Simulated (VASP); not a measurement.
A run of VASP 6.6.1 is set up as follows.

POSCAR

```
GaN
1.0
    3.1889999985      0.0000000000      0.0000000000
   -1.5944999992      2.7617550113      0.0000000000
    0.0000000000      0.0000000000      5.1850000000
Ga N
2 2
Direct
    0.3333333333      0.6666666667      0.0000000000
    0.6666666667      0.3333333333      0.5000000000
    0.3333333333      0.6666666667      0.3770000000
    0.6666666667      0.3333333333      0.8770000000
```

INCAR.step1

```
SYSTEM = GaN
PREC = Accurate
ENCUT = 520
ISMEAR = 0
SIGMA = 0.05
LREAL = .False.
LASPH = .True.
NELM = 100
NBANDS = 26
GGA = PE
ALGO = Normal
EDIFF = 1E-4
LWAVE = .True.
LCHARG = .False.
```

Contents of INCAR.step2:

```
SYSTEM = GaN
PREC = Accurate
ENCUT = 520
EDIFF = 1E-6
ISMEAR = 0
SIGMA = 0.05
LREAL = .False.
LASPH = .True.
NELM = 100
ALGO = Normal
ISIF = 2
LWAVE = .False.
LCHARG = .False.
METAGGA = R2SCAN
LMIXTAU = .True.
NBANDS = 26
ISTART = 1
```

KPOINTS

```
Automatic mesh
0
Gamma
  8 8 5
  0 0 0
```

Potentials or basis: VASP PAW PBE potentials, release 64 (Ga_d, N).

Run with:

```bash
$ cat potpaw_PBE.64/Ga_d/POTCAR potpaw_PBE.64/N/POTCAR > POTCAR
$ cp INCAR.step1 INCAR
$ mpirun -np 1 vasp_std > vasp.out
$ cp INCAR.step2 INCAR
$ mpirun -np 1 vasp_std > vasp.out
```

(1) What does it give for the band gap on the k mesh?

(2) Predict the pressure.

(3) What does it give for the largest force?

## Answers

(1) 2.32 eV.

(2) 0.3 GPa.

(3) 0.007 eV/Å.

Caveat: the PAW data sets were made with another functional, which shifts forces and pressure a little.
